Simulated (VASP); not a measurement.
# Ti3Re (Pm-3m) in VASP: a series of runs

The runs below take Ti3Re through single point, with PBE.

All numbers are computed with VASP 6.6.1; they aren't measurements. Logs are shortened: lines on timing, memory, paths and dates and some standing lists are left out, and cuts for length are marked.

## Step 1: The cell of the first run

The structure is cubic, space group Pm-3m (No. 221). Conventional cell: a = 4.021 Å, b = 4.021 Å, c = 4.021 Å, α = 90.00°, β = 90.00°, γ = 90.00°. Within 3.7 Å of Ti (site symmetry 4/mmm) lie 8 Ti at 2.84 Å and 4 Re at 2.84 Å. Re (site symmetry m-3m) has 12 Ti at 2.84 Å within 3.7 Å.

## Step 2: Single point, PBE

File INCAR:

```
PREC = Accurate
ENCUT = 520
EDIFF = 1E-6
ISMEAR = 0
SIGMA = 0.1
LREAL = False
LASPH = True
NELM = 100
ALGO = Normal
ISIF = 2
LWAVE = False
LCHARG = False
GGA = PE
NBANDS = 30
```

File KPOINTS:

```
Automatic mesh
0
Gamma
  4 4 4
```

File POSCAR:

```
Ti3Re
1.0
    4.0206945883      0.0000000000      0.0000000000
    0.0000000000      4.0206945883      0.0000000000
    0.0000000000      0.0000000000      4.0206945883
Ti Re
3 1
Direct
    0.0000000000      0.5000000000      0.5000000000
    0.5000000000      0.0000000000      0.5000000000
    0.5000000000      0.5000000000      0.0000000000
    0.0000000000      0.0000000000      0.0000000000
```

Potentials or basis: VASP PAW PBE potentials, release 64 (Ti_sv, Re).

Launch:

```bash
cat potpaw_PBE.64/Ti_sv/POTCAR potpaw_PBE.64/Re/POTCAR > POTCAR
mpirun -np 1 vasp_std > vasp.out
```

OUTCAR:

```text
PREC = Accurate
   ENCUT = 520
   EDIFF = 1E-6
   ISMEAR = 0
   LREAL = False
   LASPH = True
   NELM = 100
   ISIF = 2
   GGA = PE

 ion  position               nearest neighbor table
   1  0.000  0.500  0.500-   2 2.84   3 2.84   4 2.84   3 2.84   4 2.84   2 2.84   4 2.84   4 2.84
                             2 2.84   3 2.84   3 2.84   2 2.84
   2  0.500  0.000  0.500-   1 2.84   3 2.84   4 2.84   3 2.84   4 2.84   1 2.84   3 2.84   3 2.84
                             1 2.84   4 2.84   4 2.84   1 2.84
   3  0.500  0.500  0.000-   1 2.84   2 2.84   4 2.84   1 2.84   2 2.84   2 2.84   4 2.84   2 2.84
                             1 2.84   4 2.84   1 2.84   4 2.84
   4  0.000  0.000  0.000-   1 2.84   2 2.84   3 2.84   1 2.84   2 2.84   1 2.84   3 2.84   1 2.84
                             2 2.84   3 2.84   2 2.84   3 2.84

  LATTYP: Found a simple cubic cell.
 ALAT       =     4.0206945883

  Lattice vectors:

 A1 = (   4.0206945883,   0.0000000000,   0.0000000000)
 A2 = (   0.0000000000,   4.0206945883,   0.0000000000)
 A3 = (   0.0000000000,   0.0000000000,   4.0206945883)

Analysis of symmetry for initial positions (statically):
=====================================================================
 Subroutine PRICEL returns:
 Original cell was already a primitive cell.

 Routine SETGRP: Setting up the symmetry group for a
 simple cubic supercell.

 Subroutine GETGRP returns: Found 48 space group operations
 (whereof 48 operations were pure point group operations)
 out of a pool of 48 trial point group operations.

The static configuration has the point symmetry O_h .

Analysis of symmetry for dynamics (positions and initial velocities):
=====================================================================
 Subroutine PRICEL returns:
 Original cell was already a primitive cell.

 Routine SETGRP: Setting up the symmetry group for a
 simple cubic supercell.

 Subroutine GETGRP returns: Found 48 space group operations
 (whereof 48 operations were pure point group operations)
 out of a pool of 48 trial point group operations.

The dynamic configuration has the point symmetry O_h .

 Subroutine INISYM returns: Found 48 space group operations
 (whereof 48 operations are pure point group operations),
 and found     1 'primitive' translations

----------------------------------------------------------------------------------------

                                     Primitive cell

  volume of cell :      64.9985

  direct lattice vectors                    reciprocal lattice vectors
     4.020694588  0.000000000  0.000000000     0.248713245  0.000000000  0.000000000
     0.000000000  4.020694588  0.000000000     0.000000000  0.248713245  0.000000000
     0.000000000  0.000000000  4.020694588     0.000000000  0.000000000  0.248713245

  length of vectors
     4.020694588  4.020694588  4.020694588     0.248713245  0.248713245  0.248713245

  position of ions in fractional coordinates (direct lattice)
     0.000000000  0.500000000  0.500000000
     0.500000000  0.000000000  0.500000000
     0.500000000  0.500000000  0.000000000
     0.000000000  0.000000000  0.000000000

  ion indices of the primitive-cell ions
   primitive index   ion index
                 1           1
                 2           2
                 3           3
                 4           4

----------------------------------------------------------------------------------------

 KPOINTS: Automatic mesh

Automatic generation of k-mesh.
 Grid dimensions read from file:
 generate k-points for:    4    4    4

 Generating k-lattice:

  Cartesian coordinates                     Fractional coordinates (reciprocal lattice)
     0.062178311  0.000000000  0.000000000     0.250000000  0.000000000  0.000000000
     0.000000000  0.062178311  0.000000000     0.000000000  0.250000000  0.000000000
     0.000000000  0.000000000  0.062178311     0.000000000  0.000000000  0.250000000

  Length of vectors
     0.062178311  0.062178311  0.062178311

  Shift w.r.t. Gamma in fractional coordinates (k-lattice)
     0.000000000  0.000000000  0.000000000

 Subroutine IBZKPT returns following result:
 ===========================================

 Found     10 irreducible k-points:

 Following reciprocal coordinates:
            Coordinates               Weight
  0.000000  0.000000  0.000000      1.000000
  0.250000  0.000000  0.000000      6.000000
  0.500000  0.000000  0.000000      3.000000
  0.250000  0.250000  0.000000     12.000000
  0.500000  0.250000  0.000000     12.000000
  0.500000  0.500000  0.000000      3.000000
  0.250000  0.250000  0.250000      8.000000
  0.500000  0.250000  0.250000     12.000000
  0.500000  0.500000  0.250000      6.000000
  0.500000  0.500000  0.500000      1.000000
   k-points           NKPTS =     10   k-points in BZ     NKDIM =     10   number of bands    NBANDS=     30
   number of dos      NEDOS =    301   number of ions     NIONS =      4
   total plane-waves  NPLWV =  27000
   dimension x,y,z NGX =    30 NGY =   30 NGZ =   30
   dimension x,y,z NGXF=    60 NGYF=   60 NGZF=   60
   ions per type =               3   1
   NGX,Y,Z   is equivalent  to a cutoff of  12.40, 12.40, 12.40 a.u.
   NGXF,Y,Z  is equivalent  to a cutoff of  24.81, 24.81, 24.81 a.u.
 SYSTEM =  unknown system
   PREC   = accura    normal or accurate (medium, high low for compatibility)
   ISTART =      0    job   : 0-new  1-cont  2-samecut
   ICHARG =      2    charge: 1-file 2-atom 10-const
   ISPIN  =      1    spin polarized calculation?
   LNONCOLLINEAR =      F non collinear calculations
   LSORBIT =      F    spin-orbit coupling
   LASPH  =      T    aspherical Exc in radial PAW
   ENCUT  =  520.0 eV  38.22 Ry    6.18 a.u.   7.48  7.48  7.48*2*pi/ulx,y,z
   NELM   =    100;   NELMIN=  2; NELMDL= -5     # of ELM steps
   EDIFF  = 0.1E-05   stopping-criterion for ELM
   LREAL  =      F    real-space projection
   EDIFFG = 0.1E-04   stopping-criterion for IOM
   NSW    =      0    number of steps for IOM
   IBRION =     -1    ionic relax: 0-MD 1-quasi-New 2-CG
   NFREE  =      0    steps in history (QN), initial steepest desc. (CG)
   ISIF   =      2    stress and relaxation
   ISYM   =      2    0-nonsym 1-usesym 2-fastsym
   POTIM  = 0.5000    time-step for ionic-motion
   TEBEG  =    0.0;   TEEND  =   0.0 temperature during run
   PSTRESS=    0.0 pullay stress
   NELECT =      43.0000    total number of electrons
   NUPDOWN=      -1.0000    fix difference up-down
   EMIN   =  10.00;   EMAX   =-10.00  energy-range for DOS
   EFERMI =   0.00;   METHOD = LEGACY
   ISMEAR =     0;   SIGMA  =   0.10  broadening in eV -4-tet -1-fermi 0-gaus
   EFERMI_NEDOS =   21; number of points for ismear=-14 and -15
   IALGO  =     38    algorithm
   IMIX   =      4    mixing-type and parameters
     AMIX     =   0.40;   BMIX     =  1.00
     AMIX_MAG =   1.60;   BMIX_MAG =  1.00
  volume/ion in A,a.u.               =      16.25       109.66
  Fermi-wavevector in a.u.,A,eV,Ry     =   1.426472  2.695641 27.685436  2.034822
  Thomas-Fermi vector in A             =   2.546745
   LORBIT       =      0    0 simple, 1 ext, 2 COOP (PROOUT), +10 PAW based schemes
   GGA     = PE    functional components
   LHFCALC =     F    Hartree Fock is set to
   AEXX    =    0.0000 exact exchange contribution
   IVDW    =     0    specifies the selected vdW correction
   LEPSILON=     F    determine dielectric tensor
   LRPA    =     F    only Hartree local field effects (RPA)
 non-spin polarized calculation
 Gauss-broadening in eV      SIGMA  =   0.10
  energy-cutoff  :      520.00
  volume of cell :       65.00
 maximum number of plane-waves:      1763
 NGX is ok and might be reduce to    30
   NGX = 15   NGY = 15   NGZ = 15

 number of electron      42.9999990 magnetization

 Free energy of the ion-electron system (eV)
  ---------------------------------------------------
  ext. energy  EPLUGINS =         0.00000000
  ---------------------------------------------------
  free energy    TOTEN  =       -35.94260439 eV

  energy without entropy =      -35.92399097  energy(sigma->0) =      -35.93329768

 E-fermi :   8.3731     XC(G=0): -12.1622

 val. band max:        8.3627948329   @ k =   0.5000   0.0000   0.0000
 cond. band min:       8.4357529757   @ k =   0.2500   0.2500   0.2500
 fundamental gap:      0.0729581428
 Fermi energy:         8.3731062517

 k-point     1 :       0.0000    0.0000    0.0000
  band No.  band energies     occupation
      1     -48.3744      2.00000
      2     -48.2169      2.00000
      3     -48.2169      2.00000
      4     -24.8184      2.00000
      5     -24.8184      2.00000
      6     -24.8184      2.00000
[... 22 lines left out ...]
     29      12.1089      0.00000
     30      12.1142      0.00000

 k-point     2 :       0.2500    0.0000    0.0000
  band No.  band energies     occupation
      1     -48.3540      2.00000
      2     -48.2368      2.00000
      3     -48.2166      2.00000
      4     -24.7763      2.00000
      5     -24.7763      2.00000
      6     -24.7504      2.00000
[... 22 lines left out ...]
     29      11.3566      0.00000
     30      11.6268      0.00000

 k-point     3 :       0.5000    0.0000    0.0000
  band No.  band energies     occupation
      1     -48.3208      2.00000
      2     -48.2693      2.00000
      3     -48.2163      2.00000
      4     -24.7195      2.00000
      5     -24.7195      2.00000
      6     -24.6031      2.00000
[... 22 lines left out ...]
     29      10.3711      0.00000
     30      10.4921      0.00000

 k-point     4 :       0.2500    0.2500    0.0000
  band No.  band energies     occupation
      1     -48.3360      2.00000
      2     -48.2426      2.00000
      3     -48.2280      2.00000
      4     -24.8056      2.00000
      5     -24.7306      2.00000
      6     -24.6504      2.00000
[... 154 lines left out ...]
     29      11.4292      0.00000
     30      11.5120      0.00000

 k-point     9 :       0.5000    0.5000    0.2500
  band No.  band energies     occupation
      1     -48.2685      2.00000
      2     -48.2682      2.00000
      3     -48.2682      2.00000
      4     -24.9129      2.00000
      5     -24.7841      2.00000
      6     -24.7085      2.00000
[... 22 lines left out ...]
     29      11.4971      0.00000
     30      11.5377      0.00000

 k-point    10 :       0.5000    0.5000    0.5000
  band No.  band energies     occupation
      1     -48.2681      2.00000
      2     -48.2681      2.00000
      3     -48.2681      2.00000
      4     -25.0024      2.00000
      5     -24.7776      2.00000
      6     -24.7776      2.00000
[... 22 lines left out ...]
     29      12.1225      0.00000
     30      12.1287      0.00000

------------------------ aborting loop because EDIFF is reached ----------------------------------------

  FORCE on cell =-STRESS in cart. coord.  units (eV):
  Direction    XX          YY          ZZ          XY          YZ          ZX
  --------------------------------------------------------------------------------------
  -------------------------------------------------------------------------------------
  Total       -0.1459132     -0.1459132     -0.1459132      0.0000000     -0.0000000      0.0000000
  in kB       -3.5966802     -3.5966802     -3.5966802      0.0000000     -0.0000000      0.0000000
  external PRESSURE =      -3.5966802 kB  Pullay stress =       0.0000000 kB

 VOLUME and BASIS-vectors are now :
 -----------------------------------------------------------------------------
  energy-cutoff  :      520.00
  volume of cell :       65.00
      direct lattice vectors                 reciprocal lattice vectors
     4.020694588  0.000000000  0.000000000     0.248713245  0.000000000  0.000000000
     0.000000000  4.020694588  0.000000000     0.000000000  0.248713245  0.000000000
     0.000000000  0.000000000  4.020694588     0.000000000  0.000000000  0.248713245

 POSITION                                       TOTAL-FORCE (eV/Angst)
 -----------------------------------------------------------------------------------
      0.00000      2.01035      2.01035         0.000000      0.000000      0.000000
      2.01035      0.00000      2.01035         0.000000      0.000000      0.000000
      2.01035      2.01035      0.00000         0.000000      0.000000      0.000000
      0.00000      0.00000      0.00000         0.000000      0.000000      0.000000
 -----------------------------------------------------------------------------------
    total drift:                                0.000000      0.000000     -0.000000

  FREE ENERGIE OF THE ION-ELECTRON SYSTEM (eV)
  ---------------------------------------------------
  free  energy   TOTEN  =       -35.9426043921 eV

  energy  without entropy=      -35.9239909707  energy(sigma->0) =      -35.93329768
```

It took 14 s on 1 thread of Intel Xeon Platinum 8481C at 2.70GHz (Sapphire Rapids), shared host; peak memory 0.17 GiB.

What came out:

| Quantity | Value |
| --- | --- |
| Free energy | -35.9426 eV |
| Pressure | -0.4 GPa |

Caveat: the k points lie up to 0.39 Å⁻¹ apart; spin-orbit coupling is left out, which moves the levels of the heavy elements.

## Step 3: Single point, PBE

This run uses another cell than the first one, of 14.16 Å³/atom, 0.871 times its volume.

File INCAR:

```
PREC     = Accurate       # precision mode
ENCUT    = 520            # plane-wave cutoff, eV
EDIFF    = 1E-7           # SCF threshold, eV
ISMEAR   = 0              # smearing method
SIGMA    = 0.1            # smearing width, eV
LREAL    = False          # projectors in reciprocal space
LASPH    = True           # aspherical terms in the spheres
NELM     = 60             # most SCF steps
ALGO     = Normal         # electronic algorithm
ISIF     = 2              # what is computed and relaxed
LWAVE    = False          # write WAVECAR
LCHARG   = False          # write CHGCAR
GGA      = PE             # functional
NBANDS   = 30             # bands
```

File KPOINTS:

```
Automatic mesh
0
Gamma
  6 6 6
```

File POSCAR:

```
Ti3Re
1.0
    3.8402717691      0.0000000000      0.0000000000
    0.0000000000      3.8402717691      0.0000000000
    0.0000000000      0.0000000000      3.8402717691
Ti Re
3 1
Direct
    0.0000000000      0.5000000000      0.5000000000
    0.5000000000      0.0000000000      0.5000000000
    0.5000000000      0.5000000000      0.0000000000
    0.0000000000      0.0000000000      0.0000000000
```

Potentials or basis: VASP PAW PBE potentials, release 64 (Ti_sv, Re).

Launch:

```bash
cat potpaw_PBE.64/Ti_sv/POTCAR potpaw_PBE.64/Re/POTCAR > POTCAR
mpirun -np 1 vasp_std > vasp.out
```

Run time: 26 s. Hardware: 1 thread of Intel Xeon Platinum 8481C at 2.70GHz (Sapphire Rapids), shared host; peak memory 0.18 GiB.

Results (log left out):

```yaml
Free_energy: -35.2605 eV
Pressure: 28.3 GPa
```

Levels at points of the mesh, in eV from the Fermi level:
```
           k point  band 17  band 18  band 19  band 20  band 21  band 22  band 23  band 24  band 25  band 26
(0.00, 0.00, 0.00)    -3.44    -3.44    -3.44     0.46     0.46     0.46     2.83     2.83     3.85     3.85
(0.50, 0.00, 0.00)    -2.15    -1.79    -1.79    -1.03    -0.59    -0.59    -0.02     1.27     1.99     1.99
(0.50, 0.50, 0.00)    -1.87    -1.82    -1.82    -0.73    -0.62    -0.55    -0.32    -0.32     0.32     1.89
(0.50, 0.50, 0.50)    -0.74    -0.74     0.25     0.25     0.25     0.70     0.70     0.70     1.13     1.13
```

Caveat: spin-orbit coupling is left out, which moves the levels of the heavy elements.
